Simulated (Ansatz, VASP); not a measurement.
# One calculation of AlN, two programs

```
Al N
1.0
     3.08862    0.00000    0.00000
    -1.54431    2.67482    0.00000
     0.00000    0.00000    4.74580
Al N
2 2
Direct
  0.33333 0.66667 0.00152
  0.66667 0.33333 0.50152
  0.33333 0.66667 0.38348
  0.66667 0.33333 0.88348
```

Alike in both runs: task relaxation of the atoms; functional LDA; k mesh 9 × 9 × 6; occupations gaussian, width 0.05 eV; no spin polarisation.

|  | VASP | Ansatz |
| --- | --- | --- |
| version | VASP 6.6.1 | Ansatz 0.2.0 |
| potentials or method | VASP PAW LDA potentials, release 64 (Al, N), cutoff 520 eV | scalar-relativistic, plane waves, PAW |
| valence electrons in the cell | 16 | 16 |

```csv
,VASP,Ansatz,Ansatz less VASP
"gap on the k mesh at the Fermi level, each at its own relaxed structure (eV)",4.51,4.51,-0.007
```

Ansatz warns that its potentials were made for another functional, while VASP's fit it. LDA's correlation is that of Perdew and Zunger in VASP and of Perdew and Wang (1992) in Ansatz. Ansatz's warnings: stress scf threshold loose.
